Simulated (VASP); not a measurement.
# B6P8C (a cell with a defect) in VASP: a series of runs

The runs below take B6P8C (a cell with a defect) through single point, with PBEsol.

Program: VASP 6.6.1. These are calculated values, not measurements. Logs are shortened: lines on timing, memory, paths and dates and some standing lists are left out, and cuts for length are marked.

### Step 1. The cell of the first run

The cell holds a defect, 15 atoms: a = 9.040 Å, b = 4.520 Å, c = 4.520 Å, α = 90.00°, β = 90.00°, γ = 90.00°.

### Step 2. Single point, PBEsol

The input, INCAR:

```
ALGO = Normal
EDIFF = 1E-7
ENCUT = 520
GGA = PS
ISIF = 2
ISMEAR = -1
LASPH = T
LCHARG = F
LREAL = Auto
LWAVE = F
NBANDS = 44
NELM = 100
PREC = Accurate
SIGMA = 0.05
```

The input, KPOINTS:

```
Automatic mesh
0
Gamma
  2 2 2
  0.5 0.5 0.5
```

The input, POSCAR:

```
B6P8C
1.0
    9.0403780000      0.0000000000      0.0000000000
    0.0000000000      4.5201890000      0.0000000000
    0.0000000000      0.0000000000      4.5201890000
B P C
6 8 1
Direct
    0.9909040000      0.0159820000      0.0146380000
    0.2502880000      0.5261630000      0.9780710000
    0.7470480000      0.4811510000      0.0238920000
    0.2518810000      0.9983600000      0.4773320000
    0.7584230000      0.9821380000      0.5181810000
    0.9971520000      0.5220670000      0.5302360000
    0.1292120000      0.2578190000      0.2665460000
    0.6116810000      0.2269370000      0.2675800000
    0.3857410000      0.7525070000      0.2363390000
    0.8904440000      0.7792440000      0.2472930000
    0.3669650000      0.2804580000      0.7563420000
    0.8559250000      0.2319690000      0.8048710000
    0.1365140000      0.7447720000      0.7314250000
    0.6372320000      0.7583540000      0.7362230000
    0.5011780000      0.4855440000      0.5058930000
```

Potentials or basis: VASP PAW PBE potentials, release 64 (B, P, C).

Run with:

```sh
cat potpaw_PBE.64/B/POTCAR potpaw_PBE.64/P/POTCAR potpaw_PBE.64/C/POTCAR > POTCAR
mpirun -np 1 vasp_std > vasp.out
```

OUTCAR:

```text
EDIFF = 1E-7
   ENCUT = 520
   GGA = PS
   ISIF = 2
   ISMEAR = -1
   LASPH = T
   LREAL = Auto
   NELM = 100
   PREC = Accurate

 ion  position               nearest neighbor table
   1  0.991  0.016  0.015-  10 1.75  12 1.83   7 2.01  13 2.21
   2  0.250  0.526  0.978-  13 1.81  11 1.83   9 1.98   7 2.09
   3  0.747  0.481  0.024-  12 1.79   8 2.01  14 2.06  10 2.13
   4  0.252  0.998  0.477-   7 1.87  13 1.93   9 1.97  11 2.07
   5  0.758  0.982  0.518-  14 1.79  12 1.93  10 1.94   8 2.07
   6  0.997  0.522  0.530-  13 1.85  10 1.98   7 2.07  12 2.21
   7  0.129  0.258  0.267-   4 1.87   1 2.01   6 2.07   2 2.09
   8  0.612  0.227  0.268-  15 1.88   3 2.01   5 2.07
   9  0.386  0.753  0.236-   4 1.97   2 1.98  15 2.01
  10  0.890  0.779  0.247-   1 1.75   5 1.94   6 1.98   3 2.13  12 2.88
  11  0.367  0.280  0.756-   2 1.83  15 1.90   4 2.07
  12  0.856  0.232  0.805-   3 1.79   1 1.83   5 1.93   6 2.21  10 2.88  14 2.93
  13  0.137  0.745  0.731-   2 1.81   6 1.85   4 1.93   1 2.21
  14  0.637  0.758  0.736-   5 1.79  15 2.03   3 2.06  12 2.93
  15  0.501  0.486  0.506-   8 1.88  11 1.90   9 2.01  14 2.03

  LATTYP: Found a simple tetragonal cell.
 ALAT       =     4.5201890000
 C/A-ratio  =     2.0000000000

  Lattice vectors:

 A1 = (   0.0000000000,   4.5201890000,   0.0000000000)
 A2 = (   0.0000000000,   0.0000000000,   4.5201890000)
 A3 = (   9.0403780000,   0.0000000000,   0.0000000000)

Analysis of symmetry for initial positions (statically):
=====================================================================
 Subroutine PRICEL returns:
 Original cell was already a primitive cell.

 Routine SETGRP: Setting up the symmetry group for a
 simple tetragonal supercell.

 Subroutine GETGRP returns: Found  1 space group operations
 (whereof  1 operations were pure point group operations)
 out of a pool of 16 trial point group operations.

The static configuration has the point symmetry C_1 .

Analysis of symmetry for dynamics (positions and initial velocities):
=====================================================================
 Subroutine PRICEL returns:
 Original cell was already a primitive cell.

 Routine SETGRP: Setting up the symmetry group for a
 simple tetragonal supercell.

 Subroutine GETGRP returns: Found  1 space group operations
 (whereof  1 operations were pure point group operations)
 out of a pool of 16 trial point group operations.

The dynamic configuration has the point symmetry C_1 .

 Subroutine INISYM returns: Found  1 space group operations
 (whereof  1 operations are pure point group operations),
 and found     1 'primitive' translations

----------------------------------------------------------------------------------------

                                     Primitive cell

  volume of cell :     184.7140

  direct lattice vectors                    reciprocal lattice vectors
     9.040378000  0.000000000  0.000000000     0.110614844  0.000000000  0.000000000
     0.000000000  4.520189000  0.000000000     0.000000000  0.221229688  0.000000000
     0.000000000  0.000000000  4.520189000     0.000000000  0.000000000  0.221229688

  length of vectors
     9.040378000  4.520189000  4.520189000     0.110614844  0.221229688  0.221229688

  position of ions in fractional coordinates (direct lattice)
     0.990904000  0.015982000  0.014638000
     0.250288000  0.526163000  0.978071000
     0.747048000  0.481151000  0.023892000
     0.251881000  0.998360000  0.477332000
     0.758423000  0.982138000  0.518181000
     0.997152000  0.522067000  0.530236000
     0.129212000  0.257819000  0.266546000
     0.611681000  0.226937000  0.267580000
     0.385741000  0.752507000  0.236339000
     0.890444000  0.779244000  0.247293000
     0.366965000  0.280458000  0.756342000
     0.855925000  0.231969000  0.804871000
     0.136514000  0.744772000  0.731425000
     0.637232000  0.758354000  0.736223000
     0.501178000  0.485544000  0.505893000

  ion indices of the primitive-cell ions
   primitive index   ion index
                 1           1
                 2           2
                 3           3
                 4           4
                 5           5
                 6           6
                 7           7
                 8           8
                 9           9
                10          10
                11          11
                12          12
                13          13
                14          14
                15          15

----------------------------------------------------------------------------------------

 KPOINTS: Automatic mesh

Automatic generation of k-mesh.
 Grid dimensions read from file:
 generate k-points for:    2    2    2

 Generating k-lattice:

  Cartesian coordinates                     Fractional coordinates (reciprocal lattice)
     0.055307422  0.000000000  0.000000000     0.500000000  0.000000000  0.000000000
     0.000000000  0.110614844  0.000000000     0.000000000  0.500000000  0.000000000
     0.000000000  0.000000000  0.110614844     0.000000000  0.000000000  0.500000000

  Length of vectors
     0.055307422  0.110614844  0.110614844

  Shift w.r.t. Gamma in fractional coordinates (k-lattice)
     0.500000000  0.500000000  0.500000000

 Subroutine IBZKPT returns following result:
 ===========================================

 Found      4 irreducible k-points:

 Following reciprocal coordinates:
            Coordinates               Weight
  0.250000  0.250000  0.250000      2.000000
  0.250000 -0.250000  0.250000      2.000000
  0.250000 -0.250000 -0.250000      2.000000
  0.250000  0.250000 -0.250000      2.000000
   k-points           NKPTS =      4   k-points in BZ     NKDIM =      4   number of bands    NBANDS=     44
   number of dos      NEDOS =    301   number of ions     NIONS =     15
   total plane-waves  NPLWV =  90720
   dimension x,y,z NGX =    70 NGY =   36 NGZ =   36
   dimension x,y,z NGXF=   140 NGYF=   72 NGZF=   72
   ions per type =               6   8   1
   NGX,Y,Z   is equivalent  to a cutoff of  12.87, 13.24, 13.24 a.u.
   NGXF,Y,Z  is equivalent  to a cutoff of  25.74, 26.48, 26.48 a.u.
 SYSTEM =  unknown system
   PREC   = accura    normal or accurate (medium, high low for compatibility)
   ISTART =      0    job   : 0-new  1-cont  2-samecut
   ICHARG =      2    charge: 1-file 2-atom 10-const
   ISPIN  =      1    spin polarized calculation?
   LNONCOLLINEAR =      F non collinear calculations
   LSORBIT =      F    spin-orbit coupling
   LASPH  =      T    aspherical Exc in radial PAW
   ENCUT  =  520.0 eV  38.22 Ry    6.18 a.u.  16.81  8.40  8.40*2*pi/ulx,y,z
   NELM   =    100;   NELMIN=  2; NELMDL= -5     # of ELM steps
   EDIFF  = 0.1E-06   stopping-criterion for ELM
   LREAL  =      T    real-space projection
   EDIFFG = 0.1E-05   stopping-criterion for IOM
   NSW    =      0    number of steps for IOM
   IBRION =     -1    ionic relax: 0-MD 1-quasi-New 2-CG
   NFREE  =      0    steps in history (QN), initial steepest desc. (CG)
   ISIF   =      2    stress and relaxation
   ISYM   =      2    0-nonsym 1-usesym 2-fastsym
   POTIM  = 0.5000    time-step for ionic-motion
   TEBEG  =    0.0;   TEEND  =   0.0 temperature during run
   PSTRESS=    0.0 pullay stress
   NELECT =      62.0000    total number of electrons
   NUPDOWN=      -1.0000    fix difference up-down
   EMIN   =  10.00;   EMAX   =-10.00  energy-range for DOS
   EFERMI =   0.00;   METHOD = LEGACY
   ISMEAR =    -1;   SIGMA  =   0.05  broadening in eV -4-tet -1-fermi 0-gaus
   EFERMI_NEDOS =   21; number of points for ismear=-14 and -15
   IALGO  =     38    algorithm
   IMIX   =      4    mixing-type and parameters
     AMIX     =   0.40;   BMIX     =  1.00
     AMIX_MAG =   1.60;   BMIX_MAG =  1.00
  volume/ion in A,a.u.               =      12.31        83.10
  Fermi-wavevector in a.u.,A,eV,Ry     =   1.137729  2.149996 17.611750  1.294427
  Thomas-Fermi vector in A             =   2.274434
   LORBIT       =      0    0 simple, 1 ext, 2 COOP (PROOUT), +10 PAW based schemes
   GGA     = PS    functional components
   LHFCALC =     F    Hartree Fock is set to
   AEXX    =    0.0000 exact exchange contribution
   IVDW    =     0    specifies the selected vdW correction
   LEPSILON=     F    determine dielectric tensor
   LRPA    =     F    only Hartree local field effects (RPA)
 non-spin polarized calculation
  energy-cutoff  :      520.00
  volume of cell :      184.71
 maximum number of plane-waves:      4966
 NGX is ok and might be reduce to    70
   NGX = 33   NGY = 17   NGZ = 17

 number of electron      62.0000000 magnetization

 Free energy of the ion-electron system (eV)
  ---------------------------------------------------
  ext. energy  EPLUGINS =         0.00000000
  ---------------------------------------------------
  free energy    TOTEN  =       -97.13575541 eV

  energy without entropy =      -97.13235525  energy(sigma->0) =      -97.13405533

 E-fermi :   7.3572     XC(G=0): -10.9319

 val. band max:        7.1139542719   @ k =   0.2500   0.2500   0.2500
 cond. band min:       7.6164029653   @ k =   0.2500   0.2500  -0.2500
 fundamental gap:      0.5024486935
 Fermi energy:         7.3571933248

 k-point     1 :       0.2500    0.2500    0.2500
  band No.  band energies     occupation
      1      -8.0285      2.00000
      2      -7.2222      2.00000
      3      -6.1535      2.00000
      4      -5.0221      2.00000
      5      -4.6858      2.00000
      6      -4.4410      2.00000
[... 35 lines left out ...]
     42      11.6595      0.00000
     43      12.2281      0.00000

 k-point     2 :       0.2500   -0.2500    0.2500
  band No.  band energies     occupation
      1      -8.0274      2.00000
      2      -7.2322      2.00000
      3      -6.0659      2.00000
      4      -5.1621      2.00000
      5      -4.6935      2.00000
      6      -4.5264      2.00000
[... 35 lines left out ...]
     42      11.7940      0.00000
     43      12.1217      0.00000

 k-point     3 :       0.2500   -0.2500   -0.2500
  band No.  band energies     occupation
      1      -8.0236      2.00000
      2      -7.2450      2.00000
      3      -6.1036      2.00000
      4      -4.9401      2.00000
      5      -4.8114      2.00000
      6      -4.5812      2.00000
[... 35 lines left out ...]
     42      11.7168      0.00000
     43      11.9357      0.00000

 k-point     4 :       0.2500    0.2500   -0.2500
  band No.  band energies     occupation
      1      -8.0324      2.00000
      2      -7.2063      2.00000
      3      -6.1430      2.00000
      4      -5.0717      2.00000
      5      -4.6689      2.00000
      6      -4.5558      2.00000
[... 35 lines left out ...]
     42      11.8979      0.00000
     43      12.1441      0.00000
 [bands above 43 left out]

------------------------ aborting loop because EDIFF is reached ----------------------------------------

  FORCE on cell =-STRESS in cart. coord.  units (eV):
  Direction    XX          YY          ZZ          XY          YZ          ZX
  --------------------------------------------------------------------------------------
  -------------------------------------------------------------------------------------
  Total        2.4480397     -2.9278335     -1.8946687     -4.0984282     -1.8164170     -1.7677838
  in kB       21.2338749    -25.3955239    -16.4340302    -35.5490610    -15.7552887    -15.3334522
  external PRESSURE =      -6.8652264 kB  Pullay stress =       0.0000000 kB

 VOLUME and BASIS-vectors are now :
 -----------------------------------------------------------------------------
  energy-cutoff  :      520.00
  volume of cell :      184.71
      direct lattice vectors                 reciprocal lattice vectors
     9.040378000  0.000000000  0.000000000     0.110614844  0.000000000  0.000000000
     0.000000000  4.520189000  0.000000000     0.000000000  0.221229688  0.000000000
     0.000000000  0.000000000  4.520189000     0.000000000  0.000000000  0.221229688

 POSITION                                       TOTAL-FORCE (eV/Angst)
 -----------------------------------------------------------------------------------
      8.95815      0.07224      0.06617         3.969545      0.343471     -1.211073
      2.26270      2.37836      4.42107         0.513551     -0.876328      2.803236
      6.75360      2.17489      0.10800        -1.669168      2.440488      0.918891
      2.27710      4.51278      2.15763         1.432524      0.207582      1.064222
      6.85643      4.43945      2.34228        -0.124325      1.616121     -1.670060
      9.01463      2.35984      2.39677        -0.253022     -1.923799     -1.142945
      1.16813      1.16539      1.20484        -1.572225      0.847959     -1.530270
      5.52983      1.02580      1.20951         1.163794      0.549694     -0.051548
      3.48724      3.40147      1.06830        -0.181574      0.478620      0.498114
      8.04995      3.52233      1.11781        -2.490068     -3.635695      2.051913
      3.31750      1.26772      3.41881         1.221082     -2.091334     -1.593896
      7.73789      1.04854      3.63817         2.300547      1.026262     -3.608161
      1.23414      3.36651      3.30618        -2.291613      2.998986      1.216994
      5.76082      3.42790      3.32787        -1.719558     -2.757906      2.247491
      4.53084      2.19475      2.28673        -0.299488      0.775879      0.007094
 -----------------------------------------------------------------------------------
    total drift:                                0.007913     -0.003253     -0.006214

  FREE ENERGIE OF THE ION-ELECTRON SYSTEM (eV)
  ---------------------------------------------------
  free  energy   TOTEN  =       -97.1357554090 eV

  energy  without entropy=      -97.1323552485  energy(sigma->0) =      -97.13405533
```

Run time: 40 s. Hardware: 1 thread of AMD EPYC 9R14 (Zen 4), shared host; peak memory 0.24 GiB.

Results:

```
Free energy            : -97.1358 eV
Pressure               : -0.7 GPa
Largest force          : 4.861 eV/Å
Band gap on the k mesh : 0.50 eV
```

Forces on the atoms (eV/Å):
```
B    3.970  0.343 -1.211
B    0.514 -0.876  2.803
B   -1.669  2.440  0.919
B    1.433  0.208  1.064
B   -0.124  1.616 -1.670
B   -0.253 -1.924 -1.143
P   -1.572  0.848 -1.530
P    1.164  0.550 -0.052
P   -0.182  0.479  0.498
P   -2.490 -3.636  2.052
P    1.221 -2.091 -1.594
P    2.301  1.026 -3.608
P   -2.292  2.999  1.217
P   -1.720 -2.758  2.247
C   -0.299  0.776  0.007
```

Stress tensor (GPa, compression positive):
```
 2.12 -3.55 -1.53
-3.55 -2.54 -1.58
-1.53 -1.58 -1.64
```

Levels at points of the mesh, in eV from the valence-band top:
| k point | band 28 | band 29 | band 30 | band 31 | band 32 | band 33 | band 34 | band 35 |
| --- | --- | --- | --- | --- | --- | --- | --- | --- |
| (0.25, 0.25, 0.25) | -2.25 | -1.18 | -0.76 | 0.00 | 0.58 | 1.75 | 2.18 | 2.50 |

Caveat: the k points lie up to 0.70 Å⁻¹ apart; the PAW data sets were made with another functional, which shifts forces and pressure a little.

### Step 3. Single point, PBEsol

The input, INCAR:

```
SYSTEM = B6P8C
PREC     = Accurate       ! precision mode
ENCUT    = 520            ! plane-wave cutoff, eV
EDIFF    = 1E-6           ! SCF threshold, eV
ISMEAR   = -1             ! smearing method
SIGMA    = 0.05           ! smearing width, eV
LREAL    = Auto         
LASPH    = .True.         ! aspherical terms in the spheres
NELM     = 80             ! most SCF steps
ALGO     = Normal         ! electronic algorithm
ISIF     = 2              ! what is computed and relaxed
LWAVE    = .False.        ! write WAVECAR
LCHARG   = .False.        ! write CHGCAR
GGA      = PS             ! functional
NELECT   = 63.0         
NBANDS   = 44             ! bands
```

KPOINTS is that of step 2.

POSCAR is that of step 2.

Potentials or basis: VASP PAW PBE potentials, release 64 (B, P, C).

Run with:

```sh
cat potpaw_PBE.64/B/POTCAR potpaw_PBE.64/P/POTCAR potpaw_PBE.64/C/POTCAR > POTCAR
mpirun -np 1 vasp_std > vasp.out
```

Run time: 41 s. Hardware: 1 thread of AMD EPYC 9R14 (Zen 4), shared host; peak memory 0.24 GiB.

The run converged. Its results:

```yaml
Free_energy: -89.4808 eV
Largest_force: 4.702 eV/Å
```

Forces in eV/Å, atoms in the order of the input:
```
B    3.901  0.330 -1.197
B    0.338 -0.895  2.884
B   -1.534  2.340  1.018
B    1.280  0.234  1.064
B    0.053  1.748 -1.643
B   -0.135 -1.959 -1.209
P   -1.563  0.822 -1.577
P    0.827  0.451 -0.206
P    0.225  0.355  0.179
P   -2.426 -3.472  2.042
P    1.541 -2.295 -1.441
P    2.197  0.923 -3.465
P   -2.251  3.090  1.246
P   -2.265 -2.665  2.322
C   -0.189  0.991 -0.016
```

Levels at points of the mesh, in eV from the Fermi level:
```tsv
k point	band 29	band 30	band 31	band 32	band 33	band 34
(0.25, 0.25, 0.25)	-1.88	-1.38	-0.60	0.02	1.02	1.41
```

Caveat: the k points lie up to 0.70 Å⁻¹ apart; the cell carries a net charge on a neutralising background, which shifts energy and pressure; the cell is charged against a uniform background, so pressure and absolute levels hang on convention; the PAW data sets were made with another functional, which shifts forces and pressure a little.
